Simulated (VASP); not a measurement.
A run of VASP 6.6.1:

Contents of INCAR:

```
PREC = Accurate
ENCUT = 520
EDIFF = 1E-7
ISMEAR = 0
SIGMA = 0.05
LREAL = False
LASPH = True
NELM = 150
ALGO = Normal
ISIF = 2
LWAVE = False
LCHARG = False
ISPIN = 2
MAGMOM = 1.5 0.5
LORBIT = 11
LMAXMIX = 4
GGA = PE
NBANDS = 18
```

The input KPOINTS:

```
Automatic mesh
0
Gamma
  1 1 18
```

Contents of POSCAR:

```
HfN
1.0
    9.9000000000      0.0000000000      0.0000000000
    0.0000000000      9.3000000000      0.0000000000
    0.0000000000      0.0000000000      3.6837106311
Hf N
1 1
Direct
    0.4534885021      0.5000000000      0.0000000000
    0.5465114979      0.5000000000      0.5000000000
```

Potentials or basis: VASP PAW PBE potentials, release 64 (Hf_pv, N).

Run with:

```console
$ cat potpaw_PBE.64/Hf_pv/POTCAR potpaw_PBE.64/N/POTCAR > POTCAR
$ mpirun -np 1 vasp_std > vasp.out
```

Hardware: 1 thread of Intel(R) Xeon(R) 6975P-C (Granite Rapids), with other jobs on the host.

Q: Estimate the wall time of this run.

A: Wall time 3.3 min on 1 thread of Intel(R) Xeon(R) 6975P-C (Granite Rapids), on a shared host, peak memory 0.58 GiB. Counts: scf iterations 43, k points 10.
